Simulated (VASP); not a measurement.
Write the native input for VASP 6.6.1 that does the following.

```yaml
Task: relaxation of cell and atoms
Functional: PBE
Potentials_or_basis: VASP PAW PBE potentials, release 64 (Cu)
Cutoff: 600 eV
k_mesh: 6 × 6 × 2
Occupations: gaussian, width 0.1 eV
Spin: no spin polarisation
Dipole_correction: no
Further_INCAR_settings: ALGO = Normal; EDIFF = 1e-06; IBRION = 2; EDIFFG = -0.04; NSW = 90; ISIF = 3
```

The structure of Cu lies in POSCAR:

```
Cu
1.0
    3.0707792702      0.0000000000      0.0000000000
   -1.5353896350      2.6593728573      0.0000000000
    0.0000000000      0.0000000000     10.0290739958
Cu
8
Direct
    0.0000000000      0.0000000000      0.0937500000
    0.0000000000      0.0000000000      0.5937500000
    0.0000000000      0.0000000000      0.4062500000
    0.0000000000      0.0000000000      0.9062500000
    0.3333333333      0.6666666667      0.1562500000
    0.6666666667      0.3333333333      0.6562500000
    0.3333333333      0.6666666667      0.3437500000
    0.6666666667      0.3333333333      0.8437500000
```

The input as run:

INCAR

```
SYSTEM = Cu
PREC = Accurate ; ENCUT = 600
EDIFF = 1E-6 ; ISMEAR = 0
SIGMA = 0.1 ; LREAL = .FALSE.
LASPH = .TRUE. ; NELM = 80
ALGO = Normal ; ISIF = 3
LWAVE = .FALSE. ; LCHARG = .FALSE.
GGA = PE ; IBRION = 2
NSW = 90 ; EDIFFG = -0.04
```

KPOINTS

```
regular mesh
0
G
  6 6 2
  0 0 0
```

Potentials or basis: VASP PAW PBE potentials, release 64 (Cu).

The run is started by

```bash
$ cat potpaw_PBE.64/Cu/POTCAR > POTCAR
$ mpirun -np 1 vasp_std > vasp.out
```

It gave:

| Item | Value |
| --- | --- |
| Relaxed volume | 19.11 Å³/atom |
| Relaxed cell | a = 3.783 Å, b = 3.783 Å, c = 12.334 Å, α = 90.00°, β = 90.00°, γ = 120.00° |
| Space group after relaxing (to 0.05 Å) | P6_3/mmc (No. 194) |
| Energy gained by relaxing | 2414.7 meV/atom |
| Ionic steps | 6 |
| Pressure after relaxing | 0.3 GPa |
| Largest force after relaxing | 0.025 eV/Å |
| Band gap on the k mesh | zero (band 44 reaches 2.94 eV, above the bottom of band 45 at 2.46 eV) |

Caveat: the k points lie up to 0.32 Å⁻¹ apart in the final cell; the volume moved by over 15 % at a fixed basis, so the end points are rough.

Wall time 5.6 min on 1 thread of Intel(R) Xeon(R) Platinum 8488C (Sapphire Rapids), on a shared host, peak memory 0.26 GiB.
